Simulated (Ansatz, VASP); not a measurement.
TiO2 in VASP and in Ansatz

```
CELL_PARAMETERS angstrom
5.59778 0.04663 0.00000
2.94694 4.75950 0.00000
-4.27236 -2.40307 2.70362
ATOMIC_POSITIONS crystal
Ti 0.00000 0.00000 0.00000
Ti 0.75000 0.25000 0.50000
O 0.20571 0.20571 0.00000
O 0.95571 0.45571 0.50000
O 0.54429 0.04429 0.50000
O 0.79429 0.79429 0.00000
```

Alike in both runs: functional RPBE; k mesh 9 × 9 × 9; no spin polarisation.

Ansatz relaxed the structure, and its values are those at the end. VASP's run is a single point on that final structure, the one shown.

|  | VASP | Ansatz |
| --- | --- | --- |
| version | VASP 6.6.1 | Ansatz 0.2.0 |
| potentials or method | VASP PAW PBE potentials, release 64 (Ti_sv, O) | plane waves, PAW |
| plane-wave cutoff (eV) | 600 | 420 |
| occupations | gaussian, width 0.01 eV | fixed |
| valence electrons in the cell | 48 | 48 |

VASP gave:

```
gap on the k mesh at the Fermi level (eV) : 2.12
pressure (GPa)                            : 0.3
rms of the force components (eV/Å)        : 0.008
```

Task: Which values does Ansatz return?

Result: gap on the k mesh at the Fermi level (eV): 2.14; pressure (GPa): 0.0; rms of the force components (eV/Å): 0.000.

VASP's potentials were made for PBE, not for RPBE.
